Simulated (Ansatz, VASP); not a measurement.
**Al2Cu: VASP beside Ansatz**

```
CELL_PARAMETERS angstrom
4.10599 0.01068 0.02640
0.01068 4.16888 -0.01535
0.01840 -0.01070 2.84061
ATOMIC_POSITIONS crystal
Al 0.50032 0.99512 0.50377
Al 0.00103 0.49976 0.49682
Cu 0.99865 0.00512 0.99941
```

Change from the starting cell: all atoms moved at random, sigma 0.02 Å a component, cell strained at random, sigma 0.01; relaxed back.

Alike in both runs: task relaxation of cell and atoms; functional PBEsol; k mesh 8 × 8 × 12; occupations gaussian, width 0.15 eV; no spin polarisation.

|  | VASP | Ansatz |
| --- | --- | --- |
| version | VASP 6.6.1 | Ansatz 0.2.0 |
| potentials or method | VASP PAW PBE potentials, release 64 (Al, Cu), cutoff 600 eV | scalar-relativistic, plane waves, PAW |
| valence electrons in the cell | 17 | 25 |

|  | VASP | Ansatz | Ansatz less VASP |
| --- | --- | --- | --- |
| gap on the k mesh at the Fermi level, each at its own relaxed structure (eV) | none | none | - |
| relaxed volume (Å³/atom) | 15.89 | 15.85 | -0.041 |
| relaxed length of the cell vector where the two differ most in proportion (Å) | 4.098 | 4.093 | -0.0049 |

VASP's potentials were made for PBE, not for PBEsol. A gap of «none» marks a metal or a gap that the smearing closes. VASP's potentials hold 17 valence electrons a cell and Ansatz's 25, so a difference there can come from the potentials and not from the codes.
